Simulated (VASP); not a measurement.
# Al36H in VASP: single point with PBE+D3(BJ)

Aim: the single point of Al36H with PBE+D3(BJ).

All numbers are computed with VASP 6.6.1; they aren't measurements. Logs are shortened: lines on timing, memory, paths and dates and some standing lists are left out, and cuts for length are marked.

**1. The cell of the first run**

The cell holds a slab with vacuum, 37 atoms: a = 5.629 Å, b = 5.629 Å, c = 35.907 Å, α = 90.00°, β = 90.00°, γ = 120.00°.

**2. Single point, PBE+D3(BJ)**

The input, INCAR:

```
SYSTEM = Al36H
ALGO = Normal
DIPOL = 0.5 0.5 0.378
EDIFF = 1E-6
ENCUT = 520
GGA = PE
IDIPOL = 3
ISIF = 2
ISMEAR = 0
IVDW = 12
LASPH = .TRUE.
LCHARG = .TRUE.
LDIPOL = .TRUE.
LELF = .TRUE.
LREAL = Auto
LVACPOTAV = .TRUE.
LVHAR = .TRUE.
LWAVE = .FALSE.
NBANDS = 78
NELM = 100
PREC = Accurate
SIGMA = 0.1
```

The input, KPOINTS:

```
k-points
0
G
  6 6 1
  0 0 0
```

The input, POSCAR:

```
Al36H
1.0
    5.6288445219      0.0000000000      0.0000000000
   -2.8144222609      4.8747223499      0.0000000000
    0.0000000000      0.0000000000     35.9073562080
Al H
36 1
Direct
    0.1666666667      0.3333333333      0.1113977865
    0.1666666667      0.8333333333      0.1113977865
    0.6666666667      0.3333333333      0.1113977865
    0.6666666667      0.8333333333      0.1113977865
    0.0000000000      0.0000000000      0.1757372983
    0.0000000000      0.5000000000      0.1757372983
    0.5000000000      0.0000000000      0.1757372983
    0.5000000000      0.5000000000      0.1757372983
    0.3333333333      0.1666666667      0.2400768102
    0.3333333333      0.6666666667      0.2400768102
    0.8333333333      0.1666666667      0.2400768102
    0.8333333333      0.6666666667      0.2400768102
    0.0000000000      0.0000000000      0.3044163221
    0.0000000000      0.5000000000      0.3044163221
    0.5000000000      0.0000000000      0.3044163221
    0.5000000000      0.5000000000      0.3044163221
    0.1666666667      0.3333333333      0.3682539347
    0.1666666667      0.8333333333      0.3682539347
    0.6666666667      0.3333333333      0.3682539347
    0.6666666667      0.8333333333      0.3682539347
    0.0000000000      0.0000000000      0.4320699059
    0.0000000000      0.5000000000      0.4320699059
    0.5000000000      0.0000000000      0.4320699059
    0.5000000000      0.5000000000      0.4320699059
    0.3333333333      0.1666666667      0.4967844642
    0.3333333333      0.6666666667      0.4967844642
    0.8333333333      0.1666666667      0.4967844642
    0.8333333333      0.6666666667      0.4967844642
    0.0000000000      0.0000000000      0.5611166564
    0.0000000000      0.5000000000      0.5611166564
    0.5000000000      0.0000000000      0.5611166564
    0.5000000000      0.5000000000      0.5611166564
    0.1666666667      0.3333333333      0.6268174153
    0.1666666667      0.8333333333      0.6268174153
    0.6666666667      0.3333333333      0.6268174153
    0.6666666667      0.8333333333      0.6268174153
    0.3333333333      0.4166666667      0.7047958658
```

Potentials or basis: VASP PAW PBE potentials, release 64 (Al, H).

Run with:

```
> cat potpaw_PBE.64/Al/POTCAR potpaw_PBE.64/H/POTCAR > POTCAR
> mpirun -np 1 vasp_std > vasp.out
```

OUTCAR:

```text
SYSTEM = Al36H
   EDIFF = 1E-6
   ENCUT = 520
   GGA = PE
   ISIF = 2
   ISMEAR = 0
   IVDW = 12
   LASPH = .TRUE.
   LREAL = Auto
   NELM = 100
   PREC = Accurate
 IVDW          = 12

 ion  position               nearest neighbor table
   1  0.167  0.333  0.111-   2 2.81   2 2.81   3 2.81   3 2.81   4 2.81   4 2.81   5 2.82   8 2.82
                             6 2.82
   2  0.167  0.833  0.111-   1 2.81   1 2.81   4 2.81   4 2.81   3 2.81   3 2.81   6 2.82   7 2.82
                             5 2.82
   3  0.667  0.333  0.111-   4 2.81   4 2.81   1 2.81   1 2.81   2 2.81   2 2.81   7 2.82   6 2.82
                             8 2.82
   4  0.667  0.833  0.111-   3 2.81   3 2.81   2 2.81   2 2.81   1 2.81   1 2.81   8 2.82   5 2.82
                             7 2.82
   5  0.000  0.000  0.176-   6 2.81   6 2.81   7 2.81   7 2.81   8 2.81   8 2.81   1 2.82   4 2.82
                             2 2.82  12 2.82   9 2.82  11 2.82
   6  0.000  0.500  0.176-   5 2.81   5 2.81   8 2.81   8 2.81   7 2.81   7 2.81   2 2.82   3 2.82
                             1 2.82  11 2.82  10 2.82  12 2.82
   7  0.500  0.000  0.176-   8 2.81   8 2.81   5 2.81   5 2.81   6 2.81   6 2.81   3 2.82   2 2.82
                             4 2.82  10 2.82  11 2.82   9 2.82
   8  0.500  0.500  0.176-   7 2.81   7 2.81   6 2.81   6 2.81   5 2.81   5 2.81   4 2.82   1 2.82
                             3 2.82   9 2.82  12 2.82  10 2.82
   9  0.333  0.167  0.240-  10 2.81  10 2.81  11 2.81  11 2.81  12 2.81  12 2.81  16 2.82   8 2.82
[... 40 lines left out ...]
                            27 2.82  33 2.86  36 2.86  34 2.86
  30  0.000  0.500  0.561-  29 2.81  29 2.81  32 2.81  32 2.81  31 2.81  31 2.81  27 2.82  26 2.82
                            28 2.82  34 2.86  35 2.86  33 2.86
  31  0.500  0.000  0.561-  32 2.81  32 2.81  29 2.81  29 2.81  30 2.81  30 2.81  26 2.82  27 2.82
                            25 2.82  35 2.86  34 2.86  36 2.86
  32  0.500  0.500  0.561-  31 2.81  31 2.81  30 2.81  30 2.81  29 2.81  29 2.81  25 2.82  28 2.82
                            26 2.82  36 2.86  33 2.86  35 2.86
  33  0.167  0.333  0.627-  34 2.81  34 2.81  35 2.81  35 2.81  36 2.81  36 2.81  29 2.86  32 2.86
                            30 2.86
  34  0.167  0.833  0.627-  33 2.81  33 2.81  36 2.81  36 2.81  35 2.81  35 2.81  30 2.86  31 2.86
                            29 2.86
  35  0.667  0.333  0.627-  36 2.81  36 2.81  33 2.81  33 2.81  34 2.81  34 2.81  31 2.86  30 2.86
                            32 2.86
  36  0.667  0.833  0.627-  35 2.81  35 2.81  34 2.81  34 2.81  33 2.81  33 2.81  32 2.86  29 2.86
                            31 2.86
  37  0.333  0.417  0.705-

  LATTYP: Found a hexagonal cell.
 ALAT       =     5.6288445219
 C/A-ratio  =     6.3791700176

  Lattice vectors:

 A1 = (   5.6288445219,   0.0000000000,   0.0000000000)
 A2 = (  -2.8144222609,   4.8747223499,   0.0000000000)
 A3 = (   0.0000000000,   0.0000000000,  35.9073562080)

Analysis of symmetry for initial positions (statically):
=====================================================================
 Subroutine PRICEL returns:
 Original cell was already a primitive cell.

 Routine SETGRP: Setting up the symmetry group for a
 hexagonal supercell.

 Subroutine GETGRP returns: Found  2 space group operations
 (whereof  1 operations were pure point group operations)
 out of a pool of 24 trial point group operations.

The static configuration has the point symmetry C_1 .
 The point group associated with its full space group is C_1h.

Analysis of symmetry for dynamics (positions and initial velocities):
=====================================================================
 Subroutine PRICEL returns:
 Original cell was already a primitive cell.

 Routine SETGRP: Setting up the symmetry group for a
 hexagonal supercell.

 Subroutine GETGRP returns: Found  2 space group operations
 (whereof  1 operations were pure point group operations)
 out of a pool of 24 trial point group operations.

The dynamic configuration has the point symmetry C_1 .
 The point group associated with its full space group is C_1h.

 Subroutine INISYM returns: Found  2 space group operations
 (whereof  1 operations are pure point group operations),
 and found     1 'primitive' translations

----------------------------------------------------------------------------------------

                                     Primitive cell

  volume of cell :     985.2639

  direct lattice vectors                    reciprocal lattice vectors
     5.628844522  0.000000000  0.000000000     0.177656355  0.102569944  0.000000000
    -2.814422261  4.874722350  0.000000000     0.000000000  0.205139889  0.000000000
[... 106 lines left out ...]
 ===========================================

 Found     13 irreducible k-points:

 Following reciprocal coordinates:
            Coordinates               Weight
  0.000000  0.000000  0.000000      1.000000
  0.166667  0.000000  0.000000      2.000000
  0.000000  0.166667  0.000000      4.000000
  0.333333  0.000000  0.000000      2.000000
  0.000000  0.333333  0.000000      4.000000
  0.500000  0.000000  0.000000      1.000000
  0.000000  0.500000  0.000000      2.000000
  0.166667  0.166667  0.000000      4.000000
 -0.166667  0.333333  0.000000      2.000000
  0.333333  0.166667  0.000000      4.000000
 -0.166667  0.500000  0.000000      4.000000
  0.500000  0.333333  0.000000      4.000000
  0.333333  0.333333  0.000000      2.000000
   k-points           NKPTS =     13   k-points in BZ     NKDIM =     13   number of bands    NBANDS=     78
   number of dos      NEDOS =    301   number of ions     NIONS =     37
   total plane-waves  NPLWV = 476280
   dimension x,y,z NGX =    42 NGY =   42 NGZ =  270
   dimension x,y,z NGXF=    84 NGYF=   84 NGZF=  540
   ions per type =              36   1
   NGX,Y,Z   is equivalent  to a cutoff of  12.40, 12.40, 12.50 a.u.
   NGXF,Y,Z  is equivalent  to a cutoff of  24.81, 24.81, 25.00 a.u.
 SYSTEM =  Al36H
   PREC   = accura    normal or accurate (medium, high low for compatibility)
   ISTART =      0    job   : 0-new  1-cont  2-samecut
   ICHARG =      2    charge: 1-file 2-atom 10-const
   ISPIN  =      1    spin polarized calculation?
   LNONCOLLINEAR =      F non collinear calculations
   LSORBIT =      F    spin-orbit coupling
   LASPH  =      T    aspherical Exc in radial PAW
   ENCUT  =  520.0 eV  38.22 Ry    6.18 a.u.  10.47 10.47 66.76*2*pi/ulx,y,z
   NELM   =    100;   NELMIN=  2; NELMDL= -5     # of ELM steps
   EDIFF  = 0.1E-05   stopping-criterion for ELM
   LREAL  =      T    real-space projection
   EDIFFG = 0.1E-04   stopping-criterion for IOM
   NSW    =      0    number of steps for IOM
   IBRION =     -1    ionic relax: 0-MD 1-quasi-New 2-CG
   NFREE  =      0    steps in history (QN), initial steepest desc. (CG)
   ISIF   =      2    stress and relaxation
   ISYM   =      2    0-nonsym 1-usesym 2-fastsym
   POTIM  = 0.5000    time-step for ionic-motion
   TEBEG  =    0.0;   TEEND  =   0.0 temperature during run
   PSTRESS=    0.0 pullay stress
   NELECT =     109.0000    total number of electrons
   NUPDOWN=      -1.0000    fix difference up-down
   EMIN   =  10.00;   EMAX   =-10.00  energy-range for DOS
   EFERMI =   0.00;   METHOD = LEGACY
   ISMEAR =     0;   SIGMA  =   0.10  broadening in eV -4-tet -1-fermi 0-gaus
   EFERMI_NEDOS =   21; number of points for ismear=-14 and -15
   IALGO  =     38    algorithm
   IMIX   =      4    mixing-type and parameters
     AMIX     =   0.40;   BMIX     =  1.00
     AMIX_MAG =   1.60;   BMIX_MAG =  1.00
  volume/ion in A,a.u.               =      26.63       179.70
  Fermi-wavevector in a.u.,A,eV,Ry     =   0.785898  1.485132  8.403442  0.617636
  Thomas-Fermi vector in A             =   1.890327
   LORBIT       =      0    0 simple, 1 ext, 2 COOP (PROOUT), +10 PAW based schemes
   GGA     = PE    functional components
   LHFCALC =     F    Hartree Fock is set to
   AEXX    =    0.0000 exact exchange contribution
   IVDW    =    12    specifies the selected vdW correction
   LEPSILON=     F    determine dielectric tensor
   LRPA    =     F    only Hartree local field effects (RPA)
 non-spin polarized calculation
 Gauss-broadening in eV      SIGMA  =   0.10
  energy-cutoff  :      520.00
  volume of cell :      985.26
 maximum number of plane-waves:     26641
 NGX is ok and might be reduce to    42
   NGX = 21   NGY = 21   NGZ =133

 dipolmoment           0.000000      0.000000     -0.033282 electrons x Angstroem

 number of electron     109.0000001 magnetization

 dipolmoment           0.000000      0.000000      0.277557 electrons x Angstroem

 Free energy of the ion-electron system (eV)
  ---------------------------------------------------
  ext. energy  EPLUGINS =         0.00000000
  ---------------------------------------------------
  free energy    TOTEN  =      -132.74215977 eV

  energy without entropy =     -132.65840156  energy(sigma->0) =     -132.70028066

 E-fermi :   2.8444     XC(G=0):  -6.6409

 val. band max:        2.8423670308   @ k =   0.1667   0.1667   0.0000
 cond. band min:       2.8470495224   @ k =  -0.1667   0.3333   0.0000
 fundamental gap:      0.0046824916
 Fermi energy:         2.8443873205

 k-point     1 :       0.0000    0.0000    0.0000
  band No.  band energies     occupation
      1      -8.4613      2.00000
      2      -8.1970      2.00000
      3      -7.8106      2.00000
      4      -7.2574      2.00000
      5      -6.5776      2.00000
      6      -5.7636      2.00000
[... 886 lines left out ...]
     65       5.4567      0.00000
     66       5.4573      0.00000
 [bands above 66 left out]

------------------------ aborting loop because EDIFF is reached ----------------------------------------

 Edisp (eV)  -11.26946

 E8    (eV) :    -5.1061

  FORCE on cell =-STRESS in cart. coord.  units (eV):
  Direction    XX          YY          ZZ          XY          YZ          ZX
  --------------------------------------------------------------------------------------
  -------------------------------------------------------------------------------------
  Total      -3.92071    -3.73893    -2.53860    -0.15743    -0.19066    -0.33023
  in kB      -6.37563    -6.08002    -4.12812    -0.25601    -0.31003    -0.53699
  external pressure =       -5.53 kB  Pullay stress =        0.00 kB

 VOLUME and BASIS-vectors are now :
 -----------------------------------------------------------------------------
  energy-cutoff  :      520.00
  volume of cell :      985.26
      direct lattice vectors                 reciprocal lattice vectors
     5.628844522  0.000000000  0.000000000     0.177656355  0.102569944  0.000000000
    -2.814422261  4.874722350  0.000000000     0.000000000  0.205139889  0.000000000
     0.000000000  0.000000000 35.907356208     0.000000000  0.000000000  0.027849447

 POSITION                                       TOTAL-FORCE (eV/Angst)
 -----------------------------------------------------------------------------------
      0.00000      1.62491      4.00000         0.019935      0.011509     -0.109447
     -1.40721      4.06227      4.00000         0.003778      0.002181     -0.106299
      2.81442      1.62491      4.00000        -0.021581      0.009305     -0.102028
      1.40721      4.06227      4.00000        -0.002732     -0.023342     -0.102028
      0.00000      0.00000      6.31026         0.006450      0.037226      0.120231
     -1.40721      2.43736      6.31026         0.035464     -0.013027      0.120231
[... 29 lines left out ...]
      1.40721      4.06227     22.50736        -0.011960     -0.017155      0.124739
      0.70361      2.03113     25.30736        -0.117580     -0.067885     -1.185080
 -----------------------------------------------------------------------------------
    total drift:                                0.000048      0.000028     -0.028449

  FREE ENERGIE OF THE ION-ELECTRON SYSTEM (eV)
  ---------------------------------------------------
  free  energy   TOTEN  =      -144.0116190952 eV

  energy  without entropy=     -143.9278608829  energy(sigma->0) =     -143.96973999

 vacuum level on the upper side and lower side of the slab         8.746         6.916
```

Wall time 42 min (1 thread of Intel Xeon 6975P-C (Granite Rapids), shared host); peak memory 1.2 GiB.

What came out:

| Item | Value |
| --- | --- |
| Free energy | -144.0116 eV |
| Largest force | 1.193 eV/Å |
| Dispersion energy per atom | -0.305 eV |

Forces in eV/Å, atoms in the order of the input:
```
Al   0.020  0.012 -0.109
Al   0.004  0.002 -0.106
Al  -0.022  0.009 -0.102
Al  -0.003 -0.023 -0.102
Al   0.006  0.037  0.120
Al   0.035 -0.013  0.120
Al  -0.008 -0.005  0.135
Al  -0.035 -0.020  0.094
Al  -0.013  0.028 -0.024
Al   0.018 -0.025 -0.024
Al   0.013  0.007 -0.028
Al  -0.018 -0.011 -0.024
Al   0.013  0.010  0.010
Al   0.015  0.006  0.010
Al  -0.012 -0.007 -0.004
Al  -0.018 -0.011  0.046
Al   0.022  0.013  0.027
Al   0.000  0.000 -0.001
Al  -0.022  0.008 -0.008
Al  -0.004 -0.023 -0.008
Al   0.016  0.020  0.007
Al   0.026  0.004  0.007
Al  -0.007 -0.004  0.051
Al  -0.025 -0.015 -0.015
Al  -0.005  0.006 -0.036
Al   0.003 -0.007 -0.036
Al  -0.006 -0.003  0.008
Al   0.008  0.005  0.013
Al  -0.015 -0.006 -0.020
Al  -0.012 -0.010 -0.020
Al   0.034  0.020 -0.041
Al  -0.002 -0.001  0.047
Al   0.147  0.085  0.940
Al  -0.006 -0.003  0.006
Al  -0.021 -0.002  0.125
Al  -0.012 -0.017  0.125
H   -0.118 -0.068 -1.185
```
